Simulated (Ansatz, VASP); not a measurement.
## BaTiO3: VASP beside Ansatz

The input POSCAR:

```
BaTiO3
1.0
    4.0748534900      4.0636991600      0.0000000000
    0.0222680700      4.0748027500      4.0636890100
    4.0748534900      0.0111035900      4.0636890100
Ba Ti O
2 2 6
Direct
    0.0000000000      0.0000000000      0.0000000000
    0.5000000000      0.5000000000      0.5000000000
    0.2426500000      0.2426500000      0.2426500000
    0.7426500000      0.7426500000      0.7426500000
    0.4995500000      0.0092500000      0.0092500000
    0.9995500000      0.5092500000      0.5092500000
    0.0092500000      0.4995500000      0.0092500000
    0.5092500000      0.9995500000      0.5092500000
    0.0092500000      0.0092500000      0.4995500000
    0.5092500000      0.5092500000      0.9995500000
```

Contents of INCAR.step1:

```
SYSTEM = BaTiO3
PREC     = Accurate       ! precision mode
ENCUT    = 520            ! plane-wave cutoff, eV
ISMEAR   = 1              ! smearing method
SIGMA    = 0.0262         ! smearing width, eV
LREAL    = .FALSE.        ! projectors in reciprocal space
LASPH    = .TRUE.         ! aspherical terms in the spheres
NELM     = 150            ! most SCF steps
LMAXMIX  = 4              ! l up to which the mixer works
LDAU     = .TRUE.         ! DFT+U
LDAUTYPE = 2            
LDAUL    = -1 2 -1        ! shell
LDAUU    = 0 2.99 0       ! U, eV
LDAUJ    = 0 0 0        
NBANDS   = 51             ! bands
GGA      = PE             ! functional
ALGO     = Normal         ! electronic algorithm
EDIFF    = 1E-4           ! SCF threshold, eV
LWAVE    = .TRUE.         ! write WAVECAR
LCHARG   = .FALSE.        ! write CHGCAR
```

File INCAR.step2:

```
SYSTEM = BaTiO3
PREC     = Accurate       ! precision mode
ENCUT    = 520            ! plane-wave cutoff, eV
EDIFF    = 1E-7           ! SCF threshold, eV
ISMEAR   = 1              ! smearing method
SIGMA    = 0.0262         ! smearing width, eV
LREAL    = .FALSE.        ! projectors in reciprocal space
LASPH    = .TRUE.         ! aspherical terms in the spheres
NELM     = 150            ! most SCF steps
ALGO     = Normal         ! electronic algorithm
ISIF     = 2              ! what is computed and relaxed
LWAVE    = .FALSE.        ! write WAVECAR
LCHARG   = .FALSE.        ! write CHGCAR
LMAXMIX  = 4              ! l up to which the mixer works
LDAU     = .TRUE.         ! DFT+U
LDAUTYPE = 2            
LDAUL    = -1 2 -1        ! shell
LDAUU    = 0 2.99 0       ! U, eV
LDAUJ    = 0 0 0        
LDAUPRINT= 1            
METAGGA  = R2SCAN         ! meta-GGA
LMIXTAU  = .TRUE.       
NBANDS   = 51             ! bands
ISTART   = 1
```

The input KPOINTS:

```
Automatic mesh
0
G
  6 6 6
  0 0 0
```

Input for Ansatz:

```yaml
crystal:
  lattice:
    - [4.07485349, 4.06369916, 0.0]
    - [0.02226807, 4.07480275, 4.06368901]
    - [4.07485349, 0.01110359, 4.06368901]
  atoms:
    - { symbol: Ba, position: [0.0, 0.0, 0.0] }
    - { symbol: Ba, position: [0.5, 0.5, 0.5] }
    - { symbol: Ti, position: [0.24265, 0.24265, 0.24265] }
    - { symbol: Ti, position: [0.74265, 0.74265, 0.74265] }
    - { symbol: O, position: [0.49955, 0.00925, 0.00925] }
    - { symbol: O, position: [0.99955, 0.50925, 0.50925] }
    - { symbol: O, position: [0.00925, 0.49955, 0.00925] }
    - { symbol: O, position: [0.50925, 0.99955, 0.50925] }
    - { symbol: O, position: [0.00925, 0.00925, 0.49955] }
    - { symbol: O, position: [0.50925, 0.50925, 0.99955] }
  symmetry: { tolerance: 0.0003 }
kpoints:
  mp_grid: { grid: [6, 6, 6], shift: [0, 0, 0] }
  band_path:
    path:
      - [0.0, 0.0, 0.0]
      - [1.0, 1.0, 1.0]
      - [1.0, 0.99727507, 1.00272493]
      - [0.00272493, 0.0, 0.99727507]
      - [0.5, 0.0, 0.5]
      - [0.0, 0.0, 0.0]
      - [0.0, -0.49863753, 0.49863753]
      - [0.50136247, 0.49863753, 1.0]
      - [0.5, 0.5, 1.0]
      - [0.0, 0.0, 0.0]
    npoints: 6
magnetization:
  spin_polarized: false
scf:
  occupations: { method: methfessel_paxton, width: 0.0262 }
  lower_state_search: "off"
  max_iter: 200
hamiltonian:
  pseudopotentials: { kind: paw }
  xc: r2scan
  hubbard:
    projectors: all-electron-ortho-atomic
    sites: [{ species: Ti, l: d, u_eff: 2.99 }]
basis:
  ecutwfc: 500
  fft_grid_basis: typed
output:
  forces: true
  stress: true
  eigenvalues: true
  bader: true
  populations: true
  elf: true
  write_potential: true
  volumetric_format: npy
  dos:
    e_range: [-12, 8]
    de: 0.05
    projected: { site_lists: { Ba: [Ba], O: [O], Ti: [Ti] } }
checkpoint:
  read: saved_state
```

Alike in both runs: task single point; functional r2SCAN; k mesh 6 × 6 × 6; occupations methfessel-paxton of order 1, width 0.0262 eV; no spin polarisation; Hubbard terms Ti d U = 2.99 eV.

|  | VASP | Ansatz |
| --- | --- | --- |
| version | VASP 6.6.1 | Ansatz 0.2.0 |
| potentials or method | VASP PAW PBE potentials, release 64 (Ba_sv, Ti_sv, O), cutoff 520 eV | PAW plane waves |
| valence electrons in the cell | 80 | 80 |

```tsv
	VASP	Ansatz	Ansatz less VASP
gap on the k mesh at the Fermi level (eV)	2.98	2.97	-0.010
pressure (GPa)	-1.3	-4.4	-3.09
traceless stress, the component that is largest in VASP (GPa)	-0.06	0.09	+0.155
rms of the force components (eV/Å)	0.183	0.060	-0.1226
```

VASP's potentials were made for PBE, not for r2SCAN. The programs project onto different local orbitals, so the same U acts differently, and such runs can settle in different states. Atom by atom the forces differ by 0.223 eV/Å (rms over components). Ansatz's warnings: structure snapped to symmetry.

Spin-orbit coupling is off throughout.
